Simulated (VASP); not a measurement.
A run of VASP 6.6.1 is set up as follows.

File INCAR:

```
SYSTEM = Sr2Li3Mo
PREC = Accurate
ENCUT = 600
EDIFF = 1E-6
ISMEAR = 0
SIGMA = 0.1
LREAL = .FALSE.
LASPH = .TRUE.
NELM = 100
ALGO = Fast
ISIF = 3
LWAVE = .FALSE.
LCHARG = .FALSE.
GGA = PE
IBRION = 2
NSW = 90
EDIFFG = -0.04
```

The input KPOINTS:

```
Automatic mesh
0
G
  6 6 2
  0 0 0
```

The input POSCAR:

```
Sr2Li3Mo
1.0
    4.5312684600      0.0000000000      0.0000000000
   -2.2656342300      3.9241936000      0.0000000000
    0.0000000000      0.0000000000      7.6897139600
Li Sr Mo
3 2 1
Direct
    0.0000000000      0.0000000000      0.2309821600
    0.0000000000      0.0000000000      0.7690178400
    0.0000000000      0.0000000000      0.5000000000
    0.3333333300      0.6666666700      0.0000000000
    0.6666666700      0.3333333300      0.0000000000
    0.0000000000      0.0000000000      0.0000000000
```

Potentials or basis: VASP PAW PBE potentials, release 64 (Li_sv, Sr_sv, Mo_sv).

Launch:

```console
$ cat potpaw_PBE.64/Li_sv/POTCAR potpaw_PBE.64/Sr_sv/POTCAR potpaw_PBE.64/Mo_sv/POTCAR > POTCAR
$ mpirun -np 1 vasp_std > vasp.out
```

Q: Predict the band gap on the k mesh.

A: Zero (an odd number of electrons rules out a gap without spin polarisation).

Q: Estimate the space group after relaxing (to 0.1 Å).

A: P6/mmm (No. 191).

Q: Predict the relaxed cell.

A: a = 5.480 Å, b = 5.480 Å, c = 10.162 Å, α = 90.00°, β = 90.00°, γ = 120.00°.

Q: Predict the relaxed volume.

A: 44.04 Å³/atom.

Forces on the atoms (eV/Å):
```
Li   0.000  0.000 -0.025
Li   0.000  0.000  0.025
Li   0.000  0.000  0.000
Sr   0.000  0.000  0.000
Sr   0.000  0.000  0.000
Mo   0.000  0.000  0.000
```

Caveat: the k points lie up to 0.31 Å⁻¹ apart in the final cell, too coarse for converged energies and pressures of a metal; the cutoff is under 1.25 times the usual one of these potentials, so pressure, stress and relaxed cells hold a basis-set (Pulay) error; the volume moved by over 15 % at a fixed basis, so the end points are rough.
